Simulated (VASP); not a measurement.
# Si16Ge (a cell with a defect) in VASP: a series of runs

Runs on Si16Ge (a cell with a defect). Level: PBE+D3(BJ). Tasks: single point.

Everything below comes from runs of VASP 6.6.1. Logs are shortened: lines on timing, memory, paths and dates and some standing lists are left out, and cuts for length are marked.

## Step 1: The cell of the first run

The cell holds a defect, 17 atoms: a = 7.679 Å, b = 7.679 Å, c = 7.679 Å, α = 60.00°, β = 60.00°, γ = 60.00°.

## Step 2: Single point, PBE+D3(BJ)

The input, INCAR:

```
SYSTEM = Si16Ge
PREC = Accurate
ENCUT = 520
EDIFF = 1E-6
ISMEAR = 0
SIGMA = 0.02
LREAL = Auto
LASPH = .TRUE.
NELM = 60
ALGO = Normal
ISIF = 2
LWAVE = .FALSE.
LCHARG = .TRUE.
GGA = PE
IVDW = 12
LELF = .TRUE.
LVHAR = .TRUE.
NBANDS = 53
```

The input, KPOINTS:

```
Automatic mesh
0
G
  2 2 2
  0 0 0
```

The input, POSCAR:

```
Si16Ge
1.0
    0.0000000000      5.4300000000      5.4300000000
    5.4300000000      0.0000000000      5.4300000000
    5.4300000000      5.4300000000      0.0000000000
Si Ge
16 1
Direct
   -0.0026253223      0.0134973297     -0.0081542357
    0.1135253223      0.1263803867      0.1337406077
   -0.0225262431      0.0090693370      0.5045133517
    0.1171240331      0.1532941989      0.6125157459
   -0.0033244936      0.4973478821     -0.0067394107
    0.1391455801      0.6396111418      0.0821993554
    0.0165519337      0.5164937385      0.4505497238
    0.1158254144      0.6169607735      0.6139060773
    0.4870453039     -0.0129095764      0.0389764273
    0.6264645488      0.1263284530      0.1338428177
    0.5090537753      0.0090244936      0.5046057090
    0.6117540516      0.1116689687      0.6649908840
    0.5127958564      0.4972816759     -0.0065936464
    0.6259115101      0.6135477901      0.1347927256
    0.5086124309      0.4774864641      0.5054402394
    0.6534678637      0.6168365562      0.6140498158
    0.2738123389      0.7730443831      0.6795443831
```

Potentials or basis: VASP PAW PBE potentials, release 64 (Si, Ge_d).

The run is started by

```
$ cat potpaw_PBE.64/Si/POTCAR potpaw_PBE.64/Ge_d/POTCAR > POTCAR
$ mpirun -np 1 vasp_std > vasp.out
```

OUTCAR:

```text
SYSTEM = Si16Ge
   PREC = Accurate
   ENCUT = 520
   EDIFF = 1E-6
   ISMEAR = 0
   LREAL = Auto
   LASPH = .TRUE.
   NELM = 60
   ISIF = 2
   GGA = PE
   IVDW = 12
 IVDW          = 12

 ion  position               nearest neighbor table
   1  0.997  0.013  0.992-  10 2.33   2 2.33   6 2.36   4 2.38  17 3.01
   2  0.114  0.126  0.134-   3 2.33   5 2.33   1 2.33   9 2.35
   3  0.977  0.009  0.505-  12 2.31   2 2.33   4 2.46   8 2.46  17 2.60
   4  0.117  0.153  0.613-   7 2.29   1 2.38  17 2.42   3 2.46  11 2.46
   5  0.997  0.497  0.993-  14 2.33   2 2.33   6 2.35   8 2.38  17 3.02
   6  0.139  0.640  0.082-   7 2.31  13 2.35   5 2.35   1 2.36  17 2.52
   7  0.017  0.516  0.451-   4 2.29   8 2.29  16 2.29   6 2.31
   8  0.116  0.617  0.614-   7 2.29   5 2.38  17 2.42   3 2.46  15 2.47
   9  0.487  0.987  0.039-  12 2.34  14 2.35  10 2.35   2 2.35
  10  0.626  0.126  0.134-  11 2.33  13 2.33   1 2.33   9 2.35
  11  0.509  0.009  0.505-  12 2.31  10 2.33   4 2.46  16 2.46  17 2.60
  12  0.612  0.112  0.665-  15 2.31  11 2.31   3 2.31   9 2.34
  13  0.513  0.497  0.993-  14 2.33  10 2.33   6 2.35  16 2.38  17 3.02
  14  0.626  0.614  0.135-  15 2.33  13 2.33   5 2.33   9 2.35
  15  0.509  0.477  0.505-  12 2.31  14 2.33   8 2.47  16 2.47  17 2.59
  16  0.653  0.617  0.614-   7 2.29  13 2.38  17 2.41  11 2.46  15 2.47
  17  0.274  0.773  0.680-  16 2.41   8 2.42   4 2.42   6 2.52  15 2.59  11 2.60   3 2.60   1 3.01
                             5 3.02  13 3.02

  LATTYP: Found a face centered cubic cell.
 ALAT       =    10.8600000000

  Lattice vectors:

 A1 = (   0.0000000000,   5.4300000000,   5.4300000000)
 A2 = (   5.4300000000,   0.0000000000,   5.4300000000)
 A3 = (   5.4300000000,   5.4300000000,   0.0000000000)

Analysis of symmetry for initial positions (statically):
=====================================================================
 Subroutine PRICEL returns:
 Original cell was already a primitive cell.

 Routine SETGRP: Setting up the symmetry group for a
 face centered cubic supercell.

 Subroutine GETGRP returns: Found  1 space group operations
 (whereof  1 operations were pure point group operations)
 out of a pool of 48 trial point group operations.

The static configuration has the point symmetry C_1 .

Analysis of symmetry for dynamics (positions and initial velocities):
=====================================================================
 Subroutine PRICEL returns:
 Original cell was already a primitive cell.

 Routine SETGRP: Setting up the symmetry group for a
 face centered cubic supercell.

 Subroutine GETGRP returns: Found  1 space group operations
 (whereof  1 operations were pure point group operations)
 out of a pool of 48 trial point group operations.

The dynamic configuration has the point symmetry C_1 .

 Subroutine INISYM returns: Found  1 space group operations
 (whereof  1 operations are pure point group operations),
 and found     1 'primitive' translations

----------------------------------------------------------------------------------------

                                     Primitive cell

  volume of cell :     320.2060

  direct lattice vectors                    reciprocal lattice vectors
     0.000000000  5.430000000  5.430000000    -0.092081031  0.092081031  0.092081031
     5.430000000  0.000000000  5.430000000     0.092081031 -0.092081031  0.092081031
     5.430000000  5.430000000  0.000000000     0.092081031  0.092081031 -0.092081031

  length of vectors
     7.679179644  7.679179644  7.679179644     0.159489025  0.159489025  0.159489025

  position of ions in fractional coordinates (direct lattice)
     0.997374678  0.013497330  0.991845764
     0.113525322  0.126380387  0.133740608
     0.977473757  0.009069337  0.504513352
     0.117124033  0.153294199  0.612515746
     0.996675506  0.497347882  0.993260589
     0.139145580  0.639611142  0.082199355
[... 9 lines left out ...]
     0.653467864  0.616836556  0.614049816
     0.273812339  0.773044383  0.679544383

  ion indices of the primitive-cell ions
   primitive index   ion index
                 1           1
                 2           2
                 3           3
                 4           4
                 5           5
                 6           6
[... 9 lines left out ...]
                16          16
                17          17

----------------------------------------------------------------------------------------

 KPOINTS: Automatic mesh

Automatic generation of k-mesh.
 Grid dimensions read from file:
 generate k-points for:    2    2    2

 Generating k-lattice:

  Cartesian coordinates                     Fractional coordinates (reciprocal lattice)
    -0.046040516  0.046040516  0.046040516     0.500000000  0.000000000  0.000000000
     0.046040516 -0.046040516  0.046040516     0.000000000  0.500000000  0.000000000
     0.046040516  0.046040516 -0.046040516     0.000000000  0.000000000  0.500000000

  Length of vectors
     0.079744512  0.079744512  0.079744512

  Shift w.r.t. Gamma in fractional coordinates (k-lattice)
     0.000000000  0.000000000  0.000000000

 Subroutine IBZKPT returns following result:
 ===========================================

 Found      8 irreducible k-points:

 Following reciprocal coordinates:
            Coordinates               Weight
  0.000000  0.000000  0.000000      1.000000
  0.500000  0.000000  0.000000      1.000000
  0.000000  0.500000  0.000000      1.000000
  0.000000  0.000000  0.500000      1.000000
  0.500000  0.500000  0.500000      1.000000
  0.500000  0.500000  0.000000      1.000000
  0.000000  0.500000  0.500000      1.000000
  0.500000  0.000000  0.500000      1.000000
   k-points           NKPTS =      8   k-points in BZ     NKDIM =      8   number of bands    NBANDS=     53
   number of dos      NEDOS =    301   number of ions     NIONS =     17
   total plane-waves  NPLWV = 216000
   dimension x,y,z NGX =    60 NGY =   60 NGZ =   60
   dimension x,y,z NGXF=   120 NGYF=  120 NGZF=  120
   ions per type =              16   1
   NGX,Y,Z   is equivalent  to a cutoff of  12.99, 12.99, 12.99 a.u.
   NGXF,Y,Z  is equivalent  to a cutoff of  25.98, 25.98, 25.98 a.u.
 SYSTEM =  Si16Ge
   PREC   = accura    normal or accurate (medium, high low for compatibility)
   ISTART =      0    job   : 0-new  1-cont  2-samecut
   ICHARG =      2    charge: 1-file 2-atom 10-const
   ISPIN  =      1    spin polarized calculation?
   LNONCOLLINEAR =      F non collinear calculations
   LSORBIT =      F    spin-orbit coupling
   LASPH  =      T    aspherical Exc in radial PAW
   ENCUT  =  520.0 eV  38.22 Ry    6.18 a.u.  14.28 14.28 14.28*2*pi/ulx,y,z
   NELM   =     60;   NELMIN=  2; NELMDL= -5     # of ELM steps
   EDIFF  = 0.1E-05   stopping-criterion for ELM
   LREAL  =      T    real-space projection
   EDIFFG = 0.1E-04   stopping-criterion for IOM
   NSW    =      0    number of steps for IOM
   IBRION =     -1    ionic relax: 0-MD 1-quasi-New 2-CG
   NFREE  =      0    steps in history (QN), initial steepest desc. (CG)
   ISIF   =      2    stress and relaxation
   ISYM   =      2    0-nonsym 1-usesym 2-fastsym
   POTIM  = 0.5000    time-step for ionic-motion
   TEBEG  =    0.0;   TEEND  =   0.0 temperature during run
   PSTRESS=    0.0 pullay stress
   NELECT =      78.0000    total number of electrons
   NUPDOWN=      -1.0000    fix difference up-down
   EMIN   =  10.00;   EMAX   =-10.00  energy-range for DOS
   EFERMI =   0.00;   METHOD = LEGACY
   ISMEAR =     0;   SIGMA  =   0.02  broadening in eV -4-tet -1-fermi 0-gaus
   EFERMI_NEDOS =   21; number of points for ismear=-14 and -15
   IALGO  =     38    algorithm
   IMIX   =      4    mixing-type and parameters
     AMIX     =   0.40;   BMIX     =  1.00
     AMIX_MAG =   1.60;   BMIX_MAG =  1.00
  volume/ion in A,a.u.               =      18.84       127.11
  Fermi-wavevector in a.u.,A,eV,Ry     =   1.022421  1.932096 14.222785  1.045345
  Thomas-Fermi vector in A             =   2.156100
   LORBIT       =      0    0 simple, 1 ext, 2 COOP (PROOUT), +10 PAW based schemes
   GGA     = PE    functional components
   LHFCALC =     F    Hartree Fock is set to
   AEXX    =    0.0000 exact exchange contribution
   IVDW    =    12    specifies the selected vdW correction
   LEPSILON=     F    determine dielectric tensor
   LRPA    =     F    only Hartree local field effects (RPA)
 non-spin polarized calculation
 Gauss-broadening in eV      SIGMA  =   0.02
  energy-cutoff  :      520.00
  volume of cell :      320.21
 maximum number of plane-waves:      8646
 NGX is ok and might be reduce to    60
   NGX = 29   NGY = 29   NGZ = 29

 number of electron      78.0000001 magnetization

 Free energy of the ion-electron system (eV)
  ---------------------------------------------------
  ext. energy  EPLUGINS =         0.00000000
  ---------------------------------------------------
  free energy    TOTEN  =       -86.47942190 eV

  energy without entropy =      -86.47553169  energy(sigma->0) =      -86.47747680

 E-fermi :   6.9362     XC(G=0):  -9.7611

 val. band max:        6.7586138451   @ k =   0.0000   0.0000   0.0000
 cond. band min:       6.9414031516   @ k =   0.5000   0.0000   0.5000
 fundamental gap:      0.1827893066
 Fermi energy:         6.9361806430

 k-point     1 :       0.0000    0.0000    0.0000
  band No.  band energies     occupation
      1     -18.1934      2.00000
      2     -18.1918      2.00000
      3     -18.1916      2.00000
      4     -18.1750      2.00000
      5     -18.1737      2.00000
      6      -6.4585      2.00000
[... 43 lines left out ...]
     50       8.2778      0.00000
     51       8.8881      0.00000

 k-point     2 :       0.5000    0.0000    0.0000
  band No.  band energies     occupation
      1     -18.1934      2.00000
      2     -18.1918      2.00000
      3     -18.1916      2.00000
      4     -18.1750      2.00000
      5     -18.1737      2.00000
      6      -6.0946      2.00000
[... 43 lines left out ...]
     50       9.8020      0.00000
     51       9.9157      0.00000

 k-point     3 :       0.0000    0.5000    0.0000
  band No.  band energies     occupation
      1     -18.1934      2.00000
      2     -18.1918      2.00000
      3     -18.1916      2.00000
      4     -18.1750      2.00000
      5     -18.1737      2.00000
      6      -6.0949      2.00000
[... 43 lines left out ...]
     50       9.8012      0.00000
     51       9.9057      0.00000

 k-point     4 :       0.0000    0.0000    0.5000
  band No.  band energies     occupation
      1     -18.1934      2.00000
      2     -18.1918      2.00000
      3     -18.1916      2.00000
      4     -18.1750      2.00000
      5     -18.1737      2.00000
      6      -6.1300      2.00000
[... 43 lines left out ...]
     50       9.8512      0.00000
     51      10.1191      0.00000

 k-point     5 :       0.5000    0.5000    0.5000
  band No.  band energies     occupation
      1     -18.1934      2.00000
      2     -18.1918      2.00000
      3     -18.1916      2.00000
      4     -18.1750      2.00000
      5     -18.1737      2.00000
      6      -6.0946      2.00000
[... 43 lines left out ...]
     50       9.8019      0.00000
     51       9.9147      0.00000

 k-point     6 :       0.5000    0.5000    0.0000
  band No.  band energies     occupation
      1     -18.1934      2.00000
      2     -18.1918      2.00000
      3     -18.1916      2.00000
      4     -18.1750      2.00000
      5     -18.1737      2.00000
      6      -5.9914      2.00000
[... 43 lines left out ...]
     50      10.3334      0.00000
     51      10.4835      0.00000

 k-point     7 :       0.0000    0.5000    0.5000
  band No.  band energies     occupation
      1     -18.1934      2.00000
      2     -18.1918      2.00000
      3     -18.1916      2.00000
      4     -18.1750      2.00000
      5     -18.1737      2.00000
      6      -5.9918      2.00000
[... 43 lines left out ...]
     50      10.3329      0.00000
     51      10.4841      0.00000

 k-point     8 :       0.5000    0.0000    0.5000
  band No.  band energies     occupation
      1     -18.1934      2.00000
      2     -18.1918      2.00000
      3     -18.1916      2.00000
      4     -18.1750      2.00000
      5     -18.1737      2.00000
      6      -5.9913      2.00000
[... 43 lines left out ...]
     50      10.3335      0.00000
     51      10.4845      0.00000
 [bands above 51 left out]

------------------------ aborting loop because EDIFF is reached ----------------------------------------

 Edisp (eV)   -5.66679

 E8    (eV) :    -2.3553

  FORCE on cell =-STRESS in cart. coord.  units (eV):
  Direction    XX          YY          ZZ          XY          YZ          ZX
  --------------------------------------------------------------------------------------
  -------------------------------------------------------------------------------------
  Total       6.57452     6.39592     6.41398    -1.23231     1.25307     1.22888
  in kB      32.89615    32.00253    32.09289    -6.16598     6.26982     6.14880
  external pressure =       32.33 kB  Pullay stress =        0.00 kB

 VOLUME and BASIS-vectors are now :
 -----------------------------------------------------------------------------
  energy-cutoff  :      520.00
  volume of cell :      320.21
      direct lattice vectors                 reciprocal lattice vectors
     0.000000000  5.430000000  5.430000000    -0.092081031  0.092081031  0.092081031
     5.430000000  0.000000000  5.430000000     0.092081031 -0.092081031  0.092081031
     5.430000000  5.430000000  0.000000000     0.092081031  0.092081031 -0.092081031

 POSITION                                       TOTAL-FORCE (eV/Angst)
 -----------------------------------------------------------------------------------
      5.45901     10.80147      5.48904        -0.015106      0.005032     -0.004798
      1.41246      1.34265      1.30269        -0.024578     -0.007313      0.025902
      2.78875      8.04719      5.35693        -0.043981      0.017205      0.040133
      4.15835      3.96194      1.46837        -0.055558     -0.013774      0.013559
      8.09400     10.80535      8.11255        -0.000866     -0.001209      0.019633
      3.91943      1.20190      4.22865         0.067844      0.069121     -0.069569
[... 9 lines left out ...]
      6.68371      6.88262      6.89775        -0.016452     -0.060355      0.015105
      7.88756      5.17673      5.68443         0.265663      0.259436     -0.260052
 -----------------------------------------------------------------------------------
    total drift:                               -0.001113      0.001694      0.000935

  FREE ENERGIE OF THE ION-ELECTRON SYSTEM (eV)
  ---------------------------------------------------
  free  energy   TOTEN  =       -92.1462121791 eV

  energy  without entropy=      -92.1423219664  energy(sigma->0) =      -92.14426707
```

It took 2.3 min on 1 thread of AMD EPYC 9R45 (Zen 5), shared host; peak memory 0.46 GiB.

Results:

* Free energy: -92.1462 eV
* Pressure: 3.2 GPa
* Largest force: 0.453 eV/Å
* Band gap on the k mesh: zero (band 39 reaches 6.94 eV, above the bottom of band 40 at 6.75 eV)
* Dispersion energy per atom: -0.333 eV

Forces on the atoms (eV/Å):
```
Si  -0.015  0.005 -0.005
Si  -0.025 -0.007  0.026
Si  -0.044  0.017  0.040
Si  -0.056 -0.014  0.014
Si  -0.001 -0.001  0.020
Si   0.068  0.069 -0.070
Si   0.052  0.049 -0.049
Si  -0.015 -0.015  0.060
Si  -0.071 -0.074  0.074
Si  -0.025 -0.026  0.007
Si  -0.044 -0.040 -0.016
Si  -0.077 -0.073  0.073
Si  -0.001 -0.020  0.002
Si  -0.008 -0.027  0.026
Si   0.013 -0.043  0.043
Si  -0.016 -0.060  0.015
Ge   0.266  0.259 -0.260
```

Stress tensor (GPa, compression positive):
```
 3.29 -0.62  0.61
-0.62  3.20  0.63
 0.61  0.63  3.21
```

Levels at points of the mesh, in eV from the Fermi level:
| k point | band 35 | band 36 | band 37 | band 38 | band 39 | band 40 | band 41 | band 42 | band 43 | band 44 |
| --- | --- | --- | --- | --- | --- | --- | --- | --- | --- | --- |
| (0.00, 0.00, 0.00) | -1.64 | -0.97 | -0.73 | -0.73 | -0.50 | -0.18 | -0.18 | 0.04 | 0.04 | 0.47 |
| (0.50, 0.00, 0.00) | -1.53 | -1.53 | -1.51 | -1.30 | -0.22 | 0.20 | 0.73 | 0.74 | 0.84 | 1.20 |
| (0.00, 0.50, 0.00) | -1.54 | -1.53 | -1.50 | -1.29 | -0.22 | 0.20 | 0.73 | 0.74 | 0.84 | 1.21 |
| (0.00, 0.00, 0.50) | -1.46 | -1.46 | -1.45 | -1.44 | -0.37 | 0.36 | 0.37 | 1.06 | 1.07 | 1.09 |
| (0.50, 0.50, 0.50) | -1.54 | -1.53 | -1.51 | -1.30 | -0.22 | 0.20 | 0.73 | 0.74 | 0.84 | 1.20 |
| (0.50, 0.50, 0.00) | -2.15 | -2.01 | -1.88 | -1.19 | 0.01 | 0.52 | 1.08 | 1.17 | 1.28 | 1.84 |
| (0.00, 0.50, 0.50) | -2.15 | -2.01 | -1.88 | -1.19 | 0.01 | 0.52 | 1.08 | 1.17 | 1.28 | 1.84 |
| (0.50, 0.00, 0.50) | -2.15 | -2.01 | -1.88 | -1.19 | 0.01 | 0.52 | 1.08 | 1.17 | 1.28 | 1.84 |

Caveat: the k points lie up to 0.50 Å⁻¹ apart.

(Continued in part 2 of 2.)
